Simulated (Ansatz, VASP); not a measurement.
# PtS2 in VASP and in Ansatz

```
Pt S
1.0
     3.70180    0.00000    0.00000
    -1.85090    3.20585    0.00000
     0.00000    0.00000    6.17180
Pt S
1 2
Direct
  0.00000 0.00000 0.00000
  0.33333 0.66667 0.18789
  0.66667 0.33333 0.81211
```

Alike in both runs: functional PBE; k mesh 9 × 9 × 4; occupations gaussian, width 0.05 eV; no spin polarisation.

Ansatz relaxed the structure, and its values are those at the end. VASP's run is a single point on that final structure, the one shown.

|  | VASP | Ansatz |
| --- | --- | --- |
| version | VASP 6.6.1 | Ansatz 0.2.0 |
| potentials or method | VASP PAW PBE potentials, release 64 (Pt, S), cutoff 520 eV | scalar-relativistic, plane waves, PAW |
| valence electrons in the cell | 22 | 30 |

VASP gave:

* gap on the k mesh at the Fermi level (eV): 1.26
* least direct gap on the mesh (eV): 1.32
* pressure (GPa): -4.0
* rms of the force components (eV/Å): 0.014

Problem. Which values does Ansatz return?

Solution. gap on the k mesh at the Fermi level (eV): 1.26; least direct gap on the mesh (eV): 1.32; pressure (GPa): -3.7; rms of the force components (eV/Å): 0.000.

The functional is the same, so the differences come from potentials, cutoffs and numerics. VASP's potentials hold 22 valence electrons a cell and Ansatz's 30, so a difference there can come from the potentials and not from the codes. Ansatz's warnings: stress scf threshold loose.

Spin-orbit coupling is off throughout.
